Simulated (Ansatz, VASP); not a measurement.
# Sc in VASP and in Ansatz

INCAR

```
SYSTEM = Sc
PREC     = Accurate       ! precision mode
ENCUT    = 520            ! plane-wave cutoff, eV
EDIFF    = 1E-6           ! SCF threshold, eV
ISMEAR   = -1             ! smearing method
SIGMA    = 0.03           ! smearing width, eV
LREAL    = .FALSE.        ! projectors in reciprocal space
LASPH    = .TRUE.         ! aspherical terms in the spheres
NELM     = 80             ! most SCF steps
ALGO     = Normal         ! electronic algorithm
ISIF     = 2              ! what is computed and relaxed
LWAVE    = .FALSE.        ! write WAVECAR
LCHARG   = .FALSE.        ! write CHGCAR
GGA      = PE             ! functional
NBANDS   = 18             ! bands
```

File KPOINTS:

```
regular mesh
0
G
  13 13 7
  0 0 0
```

POSCAR

```
Sc
1.0
    3.3087978973      0.0000000000      0.0000000000
   -1.6543989486      2.8655030350      0.0000000000
    0.0000000000      0.0000000000      5.2680000000
Sc
2
Direct
    0.3333333333      0.6666666667      0.2500000000
    0.6666666667      0.3333333333      0.7500000000
```

Input for Ansatz:

```yaml
crystal:
  lattice:
    - [3.3087978973, 0.0, 0.0]
    - [-1.6543989486, 2.865503035, 0.0]
    - [0.0, 0.0, 5.268]
  atoms:
    - { symbol: Sc, position: [0.3333333333, 0.6666666667, 0.25] }
    - { symbol: Sc, position: [0.6666666667, 0.3333333333, 0.75] }
kpoints:
  mp_grid: { grid: [13, 13, 7] }
  band_path:
    path:
      - [0.0, 0.0, 0.0]
      - [0.5, 0.0, 0.0]
      - [0.3333333333, 0.3333333333, 0.0]
      - [0.0, 0.0, 0.0]
      - [0.0, 0.0, 0.5]
      - [0.5, 0.0, 0.5]
      - [0.3333333333, 0.3333333333, 0.5]
      - [0.0, 0.0, 0.5]
      - [0.5, 0.0, 0.5]
    npoints: 5
scf:
  occupations: { method: fermi_dirac, width: 0.03 }
hamiltonian:
  xc: pbe
  pseudopotentials:
    kind: all_electron
    lapw: { basis_error: 0.0005 }
    relativity: none
output:
  forces: true
  stress: true
  eigenvalues: true
```

Alike in both runs: task single point; functional PBE; k mesh 13 × 13 × 7; occupations fermi-dirac, width 0.03 eV; no spin polarisation.

```csv
,VASP,Ansatz
version,VASP 6.6.1,Ansatz 0.2.0
potentials or method,"VASP PAW PBE potentials, release 64 (Sc_sv), cutoff 520 eV","all-electron LAPW, non-relativistic"
```

|  | VASP | Ansatz | Ansatz less VASP |
| --- | --- | --- | --- |
| pressure (GPa) | -0.7 | -0.6 | +0.09 |
| traceless stress, the component that is largest in VASP (GPa) | -1.13 | -1.16 | -0.024 |

Ansatz ran all-electron here, and VASP with PAW potentials.
